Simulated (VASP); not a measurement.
Mg4CdS3:

```
Mg Cd S
1.0
    -3.67013    3.67013    3.67013
     3.67013   -3.67013    3.67013
     3.67013    3.67013   -3.67013
Mg Cd S
4 1 3
Direct
  0.50000 0.50000 0.50000
  0.00000 0.00000 0.50000
  0.00000 0.50000 0.00000
  0.50000 0.00000 0.00000
  0.00000 0.00000 0.00000
  0.00000 0.50000 0.50000
  0.50000 0.00000 0.50000
  0.50000 0.50000 0.00000
```

| Item | Value |
| --- | --- |
| Program | VASP 6.6.1 |
| Task | relaxation of cell and atoms |
| Functional | PBE |
| Potentials or basis | VASP PAW PBE potentials, release 64 (Mg, Cd, S) |
| Cutoff | 600 eV |
| k mesh | 3 × 3 × 3 |
| Occupations | gaussian, width 0.2 eV |
| Spin | no spin polarisation |

At the start: pressure -8.5 GPa; volume 24.72 Å³/atom.

Task: How do energy, volume and symmetry change on relaxing?

Result: Over 3 steps the energy falls by 192.4 meV/atom and the volume is 19.10 Å³/atom (-22.7 %); space group Im-3m (No. 229, to 0.05 Å).

The path:
```tsv
step	energy change (eV)	largest force (eV/Å)	pressure (GPa)	volume (Å³)
1	0.0000	0.0000	-8.54	197.74
2	-1.4236	0.0000	-3.30	162.39
3	-1.5391	0.0000	-0.40	152.79
```

Final structure:
```
Mg Cd S
1.0
    -3.36782    3.36782    3.36782
     3.36782   -3.36782    3.36782
     3.36782    3.36782   -3.36782
Mg Cd S
4 1 3
Direct
  0.50000 0.50000 0.50000
  0.00000 0.00000 0.50000
  0.00000 0.50000 0.00000
  0.50000 0.00000 0.00000
  0.00000 0.00000 0.00000
  0.00000 0.50000 0.50000
  0.50000 0.00000 0.50000
  0.50000 0.50000 0.00000
```

Caveat: the k points lie up to 0.44 Å⁻¹ apart in the final cell; the volume moved by over 15 % at a fixed basis, so the end points are rough.
